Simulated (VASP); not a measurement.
# Pd in VASP: single point with PBE

Aim: the single point of Pd with PBE.

Program: VASP 6.6.1. These are calculated values, not measurements. Logs are shortened: lines on timing, memory, paths and dates and some standing lists are left out, and cuts for length are marked.

### 1 The cell of the first run

The cell holds a sheet with vacuum, 1 atom: a = 2.193 Å, b = 3.191 Å, c = 14.000 Å, α = 90.00°, β = 90.00°, γ = 90.00°.

### 2 Single point, PBE

File INCAR:

```
PREC     = Accurate       # precision mode
ENCUT    = 520            # plane-wave cutoff, eV
EDIFF    = 1E-6           # SCF threshold, eV
ISMEAR   = 0              # smearing method
SIGMA    = 0.1            # smearing width, eV
LREAL    = F              # projectors in reciprocal space
LASPH    = T              # aspherical terms in the spheres
NELM     = 100            # most SCF steps
ALGO     = Normal         # electronic algorithm
ISIF     = 2              # what is computed and relaxed
LWAVE    = F              # write WAVECAR
LCHARG   = T              # write CHGCAR
LDIPOL   = T            
IDIPOL   = 3            
DIPOL    = 0.5 0.5 0.500
GGA      = PE             # functional
LELF     = T              # ELF
LVHAR    = T            
LVACPOTAV= T            
NBANDS   = 11             # bands
```

File KPOINTS:

```
Automatic mesh
0
Gamma
  8 6 1
```

File POSCAR:

```
Pd
1.0
    2.1929370000      0.0000000000      0.0000000000
    0.0000000000      3.1910070000      0.0000000000
    0.0000000000      0.0000000000     14.0000000000
Pd
1
Direct
    0.5000000000      0.0000000000      0.5000000000
```

Potentials or basis: VASP PAW PBE potentials, release 64 (Pd).

The run is started by

```console
$ cat potpaw_PBE.64/Pd/POTCAR > POTCAR
$ mpirun -np 1 vasp_std > vasp.out
```

OUTCAR:

```text
PREC = Accurate
   ENCUT = 520
   EDIFF = 1E-6
   ISMEAR = 0
   LREAL = F
   LASPH = T
   NELM = 100
   ISIF = 2
   GGA = PE

 ion  position               nearest neighbor table
   1  0.500  0.000  0.500-

  LATTYP: Found a simple orthorhombic cell.
 ALAT       =     2.1929370000
 B/A-ratio  =     1.4551293539
 C/A-ratio  =     6.3841323303

  Lattice vectors:

 A1 = (   2.1929370000,   0.0000000000,   0.0000000000)
 A2 = (   0.0000000000,   3.1910070000,   0.0000000000)
 A3 = (   0.0000000000,   0.0000000000,  14.0000000000)

Analysis of symmetry for initial positions (statically):
=====================================================================
 Subroutine PRICEL returns:
 Original cell was already a primitive cell.

 Routine SETGRP: Setting up the symmetry group for a
 simple orthorhombic supercell.

 Subroutine GETGRP returns: Found  8 space group operations
 (whereof  8 operations were pure point group operations)
 out of a pool of  8 trial point group operations.

The static configuration has the point symmetry D_2h.

Analysis of symmetry for dynamics (positions and initial velocities):
=====================================================================
 Subroutine PRICEL returns:
 Original cell was already a primitive cell.

 Routine SETGRP: Setting up the symmetry group for a
 simple orthorhombic supercell.

 Subroutine GETGRP returns: Found  8 space group operations
 (whereof  8 operations were pure point group operations)
 out of a pool of  8 trial point group operations.

The dynamic configuration has the point symmetry D_2h.

 Subroutine INISYM returns: Found  8 space group operations
 (whereof  8 operations are pure point group operations),
 and found     1 'primitive' translations

----------------------------------------------------------------------------------------

                                     Primitive cell

  volume of cell :      97.9675

  direct lattice vectors                    reciprocal lattice vectors
     2.192937000  0.000000000  0.000000000     0.456009452  0.000000000  0.000000000
     0.000000000  3.191007000  0.000000000     0.000000000  0.313380698  0.000000000
     0.000000000  0.000000000 14.000000000     0.000000000  0.000000000  0.071428571

  length of vectors
     2.192937000  3.191007000 14.000000000     0.456009452  0.313380698  0.071428571

  position of ions in fractional coordinates (direct lattice)
     0.500000000  0.000000000  0.500000000

  ion indices of the primitive-cell ions
   primitive index   ion index
                 1           1

----------------------------------------------------------------------------------------

 KPOINTS: Automatic mesh

Automatic generation of k-mesh.
 Grid dimensions read from file:
 generate k-points for:    8    6    1

 Generating k-lattice:

  Cartesian coordinates                     Fractional coordinates (reciprocal lattice)
     0.057001182  0.000000000  0.000000000     0.125000000  0.000000000  0.000000000
     0.000000000  0.052230116  0.000000000     0.000000000  0.166666667  0.000000000
     0.000000000  0.000000000  0.071428571     0.000000000  0.000000000  1.000000000

  Length of vectors
     0.057001182  0.052230116  0.071428571

  Shift w.r.t. Gamma in fractional coordinates (k-lattice)
     0.000000000  0.000000000  0.000000000

 Subroutine IBZKPT returns following result:
 ===========================================

 Found     20 irreducible k-points:

 Following reciprocal coordinates:
            Coordinates               Weight
  0.000000  0.000000  0.000000      1.000000
  0.125000  0.000000  0.000000      2.000000
  0.250000  0.000000  0.000000      2.000000
  0.375000  0.000000  0.000000      2.000000
  0.500000  0.000000  0.000000      1.000000
  0.000000  0.166667  0.000000      2.000000
[... 12 lines left out ...]
  0.375000  0.500000  0.000000      2.000000
  0.500000  0.500000  0.000000      1.000000
   k-points           NKPTS =     20   k-points in BZ     NKDIM =     20   number of bands    NBANDS=     11
   number of dos      NEDOS =    301   number of ions     NIONS =      1
   total plane-waves  NPLWV =  41472
   dimension x,y,z NGX =    16 NGY =   24 NGZ =  108
   dimension x,y,z NGXF=    32 NGYF=   48 NGZF=  216
   ions per type =               1
   NGX,Y,Z   is equivalent  to a cutoff of  12.13, 12.50, 12.82 a.u.
   NGXF,Y,Z  is equivalent  to a cutoff of  24.26, 25.01, 25.65 a.u.
 SYSTEM =  unknown system
   PREC   = accura    normal or accurate (medium, high low for compatibility)
   ISTART =      0    job   : 0-new  1-cont  2-samecut
   ICHARG =      2    charge: 1-file 2-atom 10-const
   ISPIN  =      1    spin polarized calculation?
   LNONCOLLINEAR =      F non collinear calculations
   LSORBIT =      F    spin-orbit coupling
   LASPH  =      T    aspherical Exc in radial PAW
   ENCUT  =  520.0 eV  38.22 Ry    6.18 a.u.   4.08  5.93 26.03*2*pi/ulx,y,z
   NELM   =    100;   NELMIN=  2; NELMDL= -5     # of ELM steps
   EDIFF  = 0.1E-05   stopping-criterion for ELM
   LREAL  =      F    real-space projection
   EDIFFG = 0.1E-04   stopping-criterion for IOM
   NSW    =      0    number of steps for IOM
   IBRION =     -1    ionic relax: 0-MD 1-quasi-New 2-CG
   NFREE  =      0    steps in history (QN), initial steepest desc. (CG)
   ISIF   =      2    stress and relaxation
   ISYM   =      2    0-nonsym 1-usesym 2-fastsym
   POTIM  = 0.5000    time-step for ionic-motion
   TEBEG  =    0.0;   TEEND  =   0.0 temperature during run
   PSTRESS=    0.0 pullay stress
   NELECT =      10.0000    total number of electrons
   NUPDOWN=      -1.0000    fix difference up-down
   EMIN   =  10.00;   EMAX   =-10.00  energy-range for DOS
   EFERMI =   0.00;   METHOD = LEGACY
   ISMEAR =     0;   SIGMA  =   0.10  broadening in eV -4-tet -1-fermi 0-gaus
   EFERMI_NEDOS =   21; number of points for ismear=-14 and -15
   IALGO  =     38    algorithm
   IMIX   =      4    mixing-type and parameters
     AMIX     =   0.40;   BMIX     =  1.00
     AMIX_MAG =   1.60;   BMIX_MAG =  1.00
  volume/ion in A,a.u.               =      97.97       661.12
  Fermi-wavevector in a.u.,A,eV,Ry     =   0.765093  1.445816  7.964404  0.585367
  Thomas-Fermi vector in A             =   1.865138
   LORBIT       =      0    0 simple, 1 ext, 2 COOP (PROOUT), +10 PAW based schemes
   GGA     = PE    functional components
   LHFCALC =     F    Hartree Fock is set to
   AEXX    =    0.0000 exact exchange contribution
   IVDW    =     0    specifies the selected vdW correction
   LEPSILON=     F    determine dielectric tensor
   LRPA    =     F    only Hartree local field effects (RPA)
 non-spin polarized calculation
 Gauss-broadening in eV      SIGMA  =   0.10
  energy-cutoff  :      520.00
  volume of cell :       97.97
 maximum number of plane-waves:      2670
   NGX =  9   NGY = 11   NGZ = 53

 number of electron      10.0000003 magnetization

 dipolmoment           0.000000      0.000000      0.000000 electrons x Angstroem

 Free energy of the ion-electron system (eV)
  ---------------------------------------------------
  ext. energy  EPLUGINS =         0.00000000
  ---------------------------------------------------
  free energy    TOTEN  =        -3.07134993 eV

  energy without entropy =       -3.06565917  energy(sigma->0) =       -3.06850455

 E-fermi :  -3.0898     XC(G=0):  -3.2198

 val. band max:       -3.1081436958   @ k =   0.3750   0.5000   0.0000
 cond. band min:      -3.0641774345   @ k =   0.5000   0.1667   0.0000
 fundamental gap:      0.0439662614
 Fermi energy:        -3.0897551311

 k-point     1 :       0.0000    0.0000    0.0000
  band No.  band energies     occupation
      1      -9.7613      2.00000
      2      -6.8091      2.00000
      3      -5.1283      2.00000
      4      -4.8925      2.00000
      5      -2.7387      0.00000
      6      -2.7090      0.00000
      7      -1.1424      0.00000
      8       2.0156      0.00000
      9       3.1041      0.00000
     10       3.6420      0.00000
     11       6.5970      0.00000

 k-point     2 :       0.1250    0.0000    0.0000
  band No.  band energies     occupation
      1      -8.7232      2.00000
      2      -6.4958      2.00000
      3      -4.8368      2.00000
      4      -4.7600      2.00000
      5      -4.0373      2.00000
      6      -3.7065      2.00000
      7      -0.1074      0.00000
      8       2.4933      0.00000
      9       3.6729      0.00000
     10       4.1105      0.00000
     11       7.1781      0.00000

 k-point     3 :       0.2500    0.0000    0.0000
  band No.  band energies     occupation
      1      -6.3080      2.00000
      2      -5.9499      2.00000
      3      -5.5376      2.00000
      4      -5.5276      2.00000
      5      -4.4271      2.00000
      6      -3.7682      2.00000
      7       1.6714      0.00000
      8       3.9260      0.00000
      9       5.2433      0.00000
     10       5.5156      0.00000
     11       8.7808      0.00000

 k-point     4 :       0.3750    0.0000    0.0000
  band No.  band energies     occupation
      1      -7.3724      2.00000
      2      -6.9825      2.00000
      3      -5.1523      2.00000
      4      -4.0737      2.00000
      5      -3.8706      2.00000
      6      -0.8592      0.00000
      7       4.1415      0.00000
      8       6.2951      0.00000
      9       7.7017      0.00000
     10       7.8034      0.00000
     11       9.2518      0.00000
[... 183 lines left out ...]
 k-point    18 :       0.2500    0.5000    0.0000
  band No.  band energies     occupation
      1      -6.4881      2.00000
      2      -5.9759      2.00000
      3      -5.7689      2.00000
      4      -5.1705      2.00000
      5      -4.4129      2.00000
      6       0.3193      0.00000
      7       1.6649      0.00000
      8       4.9108      0.00000
      9       6.4291      0.00000
     10       7.5311      0.00000
     11       7.6046      0.00000

 k-point    19 :       0.3750    0.5000    0.0000
  band No.  band energies     occupation
      1      -7.8916      2.00000
      2      -7.2261      2.00000
      3      -4.6473      2.00000
      4      -4.0522      2.00000
      5      -3.1081      1.20518
      6       2.6425      0.00000
      7       4.0923      0.00000
      8       7.4995      0.00000
      9       8.4103      0.00000
     10       9.9495      0.00000
     11       9.9652      0.00000

 k-point    20 :       0.5000    0.5000    0.0000
  band No.  band energies     occupation
      1      -8.3980      2.00000
      2      -7.7534      2.00000
      3      -4.4161      2.00000
      4      -3.8549      2.00000
      5      -2.0572      0.00000
      6       4.9613      0.00000
      7       5.9661      0.00000
      8       9.9464      0.00000
      9       9.9627      0.00000
     10      10.4223      0.00000
     11      10.4230      0.00000

------------------------ aborting loop because EDIFF is reached ----------------------------------------

  FORCE on cell =-STRESS in cart. coord.  units (eV):
  Direction    XX          YY          ZZ          XY          YZ          ZX
  --------------------------------------------------------------------------------------
  -------------------------------------------------------------------------------------
  Total        7.4597622     -2.5784378     -0.0077569      0.0000000      0.0000000      0.0000000
  in kB      121.9982552    -42.1682221     -0.1268584      0.0000000      0.0000000      0.0000000
  external PRESSURE =      26.5677249 kB  Pullay stress =       0.0000000 kB

 VOLUME and BASIS-vectors are now :
 -----------------------------------------------------------------------------
  energy-cutoff  :      520.00
  volume of cell :       97.97
      direct lattice vectors                 reciprocal lattice vectors
     2.192937000  0.000000000  0.000000000     0.456009452  0.000000000  0.000000000
     0.000000000  3.191007000  0.000000000     0.000000000  0.313380698  0.000000000
     0.000000000  0.000000000 14.000000000     0.000000000  0.000000000  0.071428571

 POSITION                                       TOTAL-FORCE (eV/Angst)
 -----------------------------------------------------------------------------------
      1.09647      0.00000      7.00000         0.000000      0.000000      0.000000
 -----------------------------------------------------------------------------------
    total drift:                                0.000000      0.000000      0.000000

  FREE ENERGIE OF THE ION-ELECTRON SYSTEM (eV)
  ---------------------------------------------------
  free  energy   TOTEN  =        -3.0713499255 eV

  energy  without entropy=       -3.0656591662  energy(sigma->0) =       -3.06850455

 vacuum level on the upper side and lower side of the slab         2.383         2.383
```

Run time: 17 s. Hardware: 1 thread of Intel Xeon Platinum 8488C (Sapphire Rapids), shared host; peak memory 0.2 GiB.

What came out:

| Item | Value |
| --- | --- |
| Free energy | -3.0713 eV |
| Band gap on the k mesh | zero (band 5 reaches -2.06 eV, above the bottom of band 6 at -3.77 eV) |
